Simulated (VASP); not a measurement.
Here is a VASP 6.6.1 calculation.

Contents of INCAR:

```
SYSTEM = ZrO2
ALGO = Normal
EDIFF = 1E-6
ENCUT = 600
GGA_COMPAT = .False.
ISIF = 2
ISMEAR = 1
LASPH = .True.
LCHARG = .True.
LELF = .True.
LREAL = .False.
LVHAR = .True.
LWAVE = .False.
NBANDS = 19
NELM = 120
PREC = Accurate
SIGMA = 0.1
```

The input KPOINTS:

```
k-points
0
Gamma
  6 6 6
  0 0 0
```

File POSCAR:

```
ZrO2
1.0
    0.0000000000      2.5683590887      2.5683590887
    2.5683590887      0.0000000000      2.5683590887
    2.5683590887      2.5683590887      0.0000000000
Zr O
1 2
Direct
    0.0000000000      0.0000000000      0.0000000000
    0.2500000000      0.2500000000      0.2500000000
    0.7500000000      0.7500000000      0.7500000000
```

Potentials or basis: VASP PAW LDA potentials, release 64 (Zr_sv, O).

Launch:

```bash
$ cat potpaw_LDA.64/Zr_sv/POTCAR potpaw_LDA.64/O/POTCAR > POTCAR
$ mpirun -np 1 vasp_std > vasp.out
```

Q: Predict the band gap on the k mesh.

A: 3.16 eV, indirect (least direct gap 3.56 eV).

Q: Estimate the pressure.

A: -14.9 GPa.

A k mesh can miss the band edges.
